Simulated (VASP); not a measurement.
**Gd: single point with PBE**

Crystal: Gd.

```
Gd
1.0
    -1.99763    1.99763    1.99763
     1.99763   -1.99763    1.99763
     1.99763    1.99763   -1.99763
Gd
1
Direct
  0.00000 0.00000 0.00000
```

This cell differs from its parent crystal: volume scaled by 0.96.

| Item | Value |
| --- | --- |
| Program | VASP 6.6.1 |
| Task | single point |
| Functional | PBE |
| Potentials or basis | VASP PAW PBE potentials, release 64 (Gd) |
| Cutoff | 520 eV |
| k mesh | 11 × 11 × 11 |
| Occupations | fermi-dirac, width 0.03 eV |
| Spin | collinear spin, ferromagnetic start |
| Starting moments | [7.0] μB |

```json
{"Pressure": "1.5 GPa", "Net moment": "7.65 μB per cell", "Site moments": "Gd +7.02 μB", "Valence electrons inside the program's atomic spheres": "Gd 15.21"}
```

Levels at points of the mesh, in eV from the Fermi level:
Spin up:
```tsv
k point	band 11	band 12	band 13	band 14	band 15	band 16
(0.00, 0.00, 0.00)	-4.79	-4.76	1.30	1.30	1.30	3.62
```
Spin down:
| k point | band 1 | band 2 | band 3 | band 4 | band 5 | band 6 | band 7 | band 8 | band 9 | band 10 |
| --- | --- | --- | --- | --- | --- | --- | --- | --- | --- | --- |
| (0.00, 0.00, 0.00) | -42.03 | -19.84 | -19.84 | -19.84 | -4.23 | 0.37 | 0.37 | 0.37 | 0.69 | 0.69 |

Run time: 61 s on 1 thread of Intel(R) Xeon(R) 6975P-C (Granite Rapids), with other jobs on the host, peak memory 0.21 GiB.

Caveat: spin-orbit coupling is left out, which moves the levels of the heavy elements. The state reached can hang on the start; a lower one may exist.
